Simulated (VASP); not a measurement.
The system is Ir.

```xyz
1
Lattice="0.0000 1.9200 1.9200 1.9200 0.0000 1.9200 1.9200 1.9200 0.0000" Properties=species:S:1:pos:R:3 pbc="T T T"
Ir    0.0000    0.0000    0.0000
```

Program: VASP 6.6.1. Alike in all runs: task single point; potentials or basis VASP PAW PBE potentials, release 64 (Ir_sv_GW); spin non-collinear, zero start, SOC; cell as given; cutoff (eV) 500; smearing gaussian 0.05 eV.

Q: Order these runs on this cell by their pressure, lowest first.
A. level PBE+U; U Ir d U = 5.0 eV; k mesh 12 × 12 × 12
B. level PBE; k mesh 12 × 12 × 12
C. level PBE; k mesh 8 × 8 × 8

A: A (4.6 GPa), B (7.0 GPa), C (8.9 GPa).

Caveats: the U is typed as a test and isn't derived for this compound (some runs).
